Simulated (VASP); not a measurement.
# P (Pm-3m) in VASP: further runs

The runs below take P through single point, with PBEsol+D4.

Everything below comes from runs of VASP 6.6.1. Logs are shortened: lines on timing, memory, paths and dates and some standing lists are left out, and cuts for length are marked.

## (1) The cell of the first run

The structure is cubic, space group Pm-3m (No. 221). Conventional cell: a = 2.340 Å, b = 2.340 Å, c = 2.340 Å, α = 90.00°, β = 90.00°, γ = 90.00°. P (site symmetry m-3m) has 6 P at 2.34 Å within 3.1 Å.

This isn't the form of P at room conditions, which is orthorhombic.

## (2) Single point, PBEsol+D4

INCAR reads:

```
PREC     = Accurate       # precision mode
ENCUT    = 500            # plane-wave cutoff, eV
EDIFF    = 1E-6           # SCF threshold, eV
ISMEAR   = 0              # smearing method
SIGMA    = 0.1            # smearing width, eV
LREAL    = False          # projectors in reciprocal space
LASPH    = True           # aspherical terms in the spheres
NELM     = 120            # most SCF steps
ALGO     = Normal         # electronic algorithm
ISIF     = 2              # what is computed and relaxed
LWAVE    = False          # write WAVECAR
LCHARG   = False          # write CHGCAR
GGA      = PS             # functional
IVDW     = 13             # dispersion correction
NBANDS   = 8              # bands
GGA_COMPAT= False
```

KPOINTS reads:

```
Automatic mesh
0
Gamma
  18 18 18
```

POSCAR reads:

```
P
1.0
    2.3396370207      0.0000000000      0.0000000000
    0.0000000000      2.3396370207      0.0000000000
    0.0000000000      0.0000000000      2.3396370207
P
1
Direct
    0.0000000000      0.0000000000      0.0000000000
```

Potentials or basis: VASP PAW PBE potentials, release 64 (P).

Started as:

```sh
$ cat potpaw_PBE.64/P/POTCAR > POTCAR
$ mpirun -np 1 vasp_std > vasp.out
```

OUTCAR:

```text
PREC = Accurate
   ENCUT = 500
   EDIFF = 1E-6
   ISMEAR = 0
   LREAL = False
   LASPH = True
   NELM = 120
   ISIF = 2
   GGA = PS
   IVDW = 13

 ion  position               nearest neighbor table
   1  0.000  0.000  0.000-

  LATTYP: Found a simple cubic cell.
 ALAT       =     2.3396370207

  Lattice vectors:

 A1 = (   2.3396370207,   0.0000000000,   0.0000000000)
 A2 = (   0.0000000000,   2.3396370207,   0.0000000000)
 A3 = (   0.0000000000,   0.0000000000,   2.3396370207)

Analysis of symmetry for initial positions (statically):
=====================================================================
 Subroutine PRICEL returns:
 Original cell was already a primitive cell.

 Routine SETGRP: Setting up the symmetry group for a
 simple cubic supercell.

 Subroutine GETGRP returns: Found 48 space group operations
 (whereof 48 operations were pure point group operations)
 out of a pool of 48 trial point group operations.

The static configuration has the point symmetry O_h .

Analysis of symmetry for dynamics (positions and initial velocities):
=====================================================================
 Subroutine PRICEL returns:
 Original cell was already a primitive cell.

 Routine SETGRP: Setting up the symmetry group for a
 simple cubic supercell.

 Subroutine GETGRP returns: Found 48 space group operations
 (whereof 48 operations were pure point group operations)
 out of a pool of 48 trial point group operations.

The dynamic configuration has the point symmetry O_h .

 Subroutine INISYM returns: Found 48 space group operations
 (whereof 48 operations are pure point group operations),
 and found     1 'primitive' translations

----------------------------------------------------------------------------------------

                                     Primitive cell

  volume of cell :      12.8069

  direct lattice vectors                    reciprocal lattice vectors
     2.339637021  0.000000000  0.000000000     0.427416728  0.000000000  0.000000000
     0.000000000  2.339637021  0.000000000     0.000000000  0.427416728  0.000000000
     0.000000000  0.000000000  2.339637021     0.000000000  0.000000000  0.427416728

  length of vectors
     2.339637021  2.339637021  2.339637021     0.427416728  0.427416728  0.427416728

  position of ions in fractional coordinates (direct lattice)
     0.000000000  0.000000000  0.000000000

  ion indices of the primitive-cell ions
   primitive index   ion index
                 1           1

----------------------------------------------------------------------------------------

 KPOINTS: Automatic mesh

[... 75 lines left out ...]
   POTIM  = 0.5000    time-step for ionic-motion
   TEBEG  =    0.0;   TEEND  =   0.0 temperature during run
   PSTRESS=    0.0 pullay stress
   NELECT =       5.0000    total number of electrons
   NUPDOWN=      -1.0000    fix difference up-down
   EMIN   =  10.00;   EMAX   =-10.00  energy-range for DOS
   EFERMI =   0.00;   METHOD = LEGACY
   ISMEAR =     0;   SIGMA  =   0.10  broadening in eV -4-tet -1-fermi 0-gaus
   EFERMI_NEDOS =   21; number of points for ismear=-14 and -15
   IALGO  =     38    algorithm
   IMIX   =      4    mixing-type and parameters
     AMIX     =   0.40;   BMIX     =  1.00
     AMIX_MAG =   1.60;   BMIX_MAG =  1.00
  volume/ion in A,a.u.               =      12.81        86.43
  Fermi-wavevector in a.u.,A,eV,Ry     =   1.196510  2.261076 19.478594  1.431636
  Thomas-Fermi vector in A             =   2.332449
   LORBIT       =      0    0 simple, 1 ext, 2 COOP (PROOUT), +10 PAW based schemes
   GGA     = PS    functional components
   LHFCALC =     F    Hartree Fock is set to
   AEXX    =    0.0000 exact exchange contribution
   IVDW    =    13    specifies the selected vdW correction
   LEPSILON=     F    determine dielectric tensor
   LRPA    =     F    only Hartree local field effects (RPA)
 non-spin polarized calculation
 Gauss-broadening in eV      SIGMA  =   0.10
  energy-cutoff  :      500.00
  volume of cell :       12.81
 maximum number of plane-waves:       341
 NGX is ok and might be reduce to    18
   NGX =  9   NGY =  9   NGZ =  9

 number of electron       5.0000002 magnetization

 Free energy of the ion-electron system (eV)
  ---------------------------------------------------
  ext. energy  EPLUGINS =         0.00000000
  ---------------------------------------------------
  free energy    TOTEN  =        -5.70155190 eV

  energy without entropy =       -5.70008101  energy(sigma->0) =       -5.70081645

 E-fermi :  11.4403     XC(G=0): -11.9395

 val. band max:       11.4270688582   @ k =   0.4444   0.2778   0.1667
 cond. band min:      11.4800555372   @ k =   0.5000   0.2778   0.1111
 fundamental gap:      0.0529866790
 Fermi energy:        11.4402994899

 k-point     1 :       0.0000    0.0000    0.0000
  band No.  band energies     occupation
      1      -6.3762      2.00000
      2      17.2580      0.00000
      3      17.2580      0.00000
      4      17.2580      0.00000
      5      18.1688      0.00000
      6      18.1688      0.00000
      7      27.2000      0.00000
      8      37.8090      0.00000
[... 243 lines left out ...]
 k-point    24 :       0.3333    0.1111    0.0000
  band No.  band energies     occupation
      1      -3.3299      2.00000
      2       5.5125      2.00000
      3      15.6477      0.00000
      4      19.6024      0.00000
      5      22.5903      0.00000
      6      25.6059      0.00000
      7      28.9347      0.00000
      8      29.2214      0.00000

 [... further k-points ...]

------------------------ aborting loop because EDIFF is reached ----------------------------------------

  DFT-D4 for vdW energy calculation

  Edisp (eV):   -0.31938

  FORCE on cell =-STRESS in cart. coord.  units (eV):
  Direction    XX          YY          ZZ          XY          YZ          ZX
  --------------------------------------------------------------------------------------
  -------------------------------------------------------------------------------------
  Total       1.00681     1.00681     1.00681    -0.00000    -0.00000     0.00000
  in kB     125.95393   125.95393   125.95393    -0.00000    -0.00000     0.00000
  external pressure =      125.95 kB  Pullay stress =        0.00 kB

 VOLUME and BASIS-vectors are now :
 -----------------------------------------------------------------------------
  energy-cutoff  :      500.00
  volume of cell :       12.81
      direct lattice vectors                 reciprocal lattice vectors
     2.339637021  0.000000000  0.000000000     0.427416728  0.000000000  0.000000000
     0.000000000  2.339637021  0.000000000     0.000000000  0.427416728  0.000000000
     0.000000000  0.000000000  2.339637021     0.000000000  0.000000000  0.427416728

 POSITION                                       TOTAL-FORCE (eV/Angst)
 -----------------------------------------------------------------------------------
      0.00000      0.00000      0.00000         0.000000      0.000000      0.000000
 -----------------------------------------------------------------------------------
    total drift:                                0.000000      0.000000      0.000000

  FREE ENERGIE OF THE ION-ELECTRON SYSTEM (eV)
  ---------------------------------------------------
  free  energy   TOTEN  =        -6.0209274618 eV

  energy  without entropy=       -6.0194565651  energy(sigma->0) =       -6.02019201
```

OSZICAR:

```text
N       E                     dE             d eps       ncg     rms          rms(c)
DAV:   1    -0.681990979330E+00   -0.68199E+00   -0.21627E+03  3824   0.445E+02
DAV:   2    -0.568132275311E+01   -0.49993E+01   -0.47516E+01  5120   0.476E+01
DAV:   3    -0.572005550451E+01   -0.38733E-01   -0.38718E-01  3840   0.452E+00
DAV:   4    -0.572010174614E+01   -0.46242E-04   -0.46242E-04  5664   0.167E-01
DAV:   5    -0.572010178443E+01   -0.38288E-07   -0.37174E-07  3848   0.242E-03    0.571E+00
DAV:   6    -0.570815776598E+01    0.11944E-01   -0.18076E-03  4368   0.258E-01    0.339E+00
DAV:   7    -0.570153019462E+01    0.66276E-02   -0.34095E-03  3736   0.398E-01    0.832E-02
DAV:   8    -0.570154936070E+01   -0.19166E-04   -0.52628E-05  4760   0.650E-02    0.207E-02
DAV:   9    -0.570155173730E+01   -0.23766E-05   -0.28802E-06  4352   0.133E-02    0.300E-03
DAV:  10    -0.570155190312E+01   -0.16582E-06   -0.22983E-07  2496   0.271E-03
   1 F= -.60209275E+01 E0= -.60201920E+01  d E =-.147090E-02
```

stdout:

```text
POSCAR found type information on POSCAR P
 POSCAR found :  1 types and       1 ions
 scaLAPACK will be used
 -----------------------------------------------------------------------------
|                                                                             |
|                                                                             |
|     You enforced a specific xc type in the INCAR file but a different       |
|     I HOPE YOU KNOW WHAT YOU ARE DOING!                                     |
|                                                                             |
 -----------------------------------------------------------------------------

 LDA part: xc-table for (Slater+PW92), standard interpolation
 POSCAR, INCAR and KPOINTS ok, starting setup
 FFT: planning ... GRIDC
 FFT: planning ... GRID_SOFT
 FFT: planning ... GRID
 WAVECAR not read
 entering main loop
```

Wall time 7.5 s (1 thread of Intel Xeon 6975P-C (Granite Rapids), shared host); peak memory 0.12 GiB.

What came out:

| Item | Value |
| --- | --- |
| Free energy | -6.0209 eV |
| Pressure | 12.6 GPa |
| Band gap on the k mesh | zero (an odd number of electrons rules out a gap without spin polarisation) |
| Dispersion energy per atom | -0.319 eV |

Caveat: the cell stands under pressure; the PAW data sets were made with another functional, which shifts forces and pressure a little.

## (3) Single point, PBEsol+D4

This run uses another cell than the first one, of 13.16 Å³/atom.

INCAR reads:

```
PREC = Accurate
ENCUT = 500
EDIFF = 1E-6
ISMEAR = 0
SIGMA = 0.1
LREAL = F
LASPH = T
NELM = 120
ALGO = Normal
ISIF = 2
LWAVE = F
LCHARG = F
GGA = PS
IVDW = 13
NBANDS = 8
GGA_COMPAT = F
```

KPOINTS is that of step 2.

POSCAR reads:

```
P
1.0
    2.3611905547      0.0000000000      0.0000000000
    0.0000000000      2.3611905547      0.0000000000
    0.0000000000      0.0000000000      2.3611905547
P
1
Direct
    0.0000000000      0.0000000000      0.0000000000
```

Potentials or basis: VASP PAW PBE potentials, release 64 (P).

Started as:

```sh
$ cat potpaw_PBE.64/P/POTCAR > POTCAR
$ mpirun -np 1 vasp_std > vasp.out
```

It took 9.1 s on 1 thread of Intel Xeon 6975P-C (Granite Rapids), shared host; peak memory 0.12 GiB.

Results (log left out):

```yaml
Free_energy: -6.0435 eV
Pressure: 7.6 GPa
Band_gap_on_the_k_mesh: zero (an odd number of electrons rules out a gap without spin polarisation)
Dispersion_energy_per_atom: -0.311 eV
```

Levels at points of the mesh, in eV from the Fermi level:
| k point | band 1 | band 2 | band 3 | band 4 | band 5 | band 6 | band 7 |
| --- | --- | --- | --- | --- | --- | --- | --- |
| (0.00, 0.00, 0.00) | -17.50 | 5.66 | 5.66 | 5.66 | 6.77 | 6.77 | 15.40 |
| (0.50, 0.00, 0.00) | -12.62 | -9.54 | 8.94 | 8.94 | 9.60 | 14.88 | 14.88 |
| (0.50, 0.50, 0.00) | -7.26 | -5.71 | -5.71 | 0.32 | 12.01 | 17.70 | 17.70 |
| (0.50, 0.50, 0.50) | -2.20 | -2.20 | -2.20 | -0.32 | 4.37 | 4.37 | 4.37 |

Caveat: the cell stands under pressure; the PAW data sets were made with another functional, which shifts forces and pressure a little.
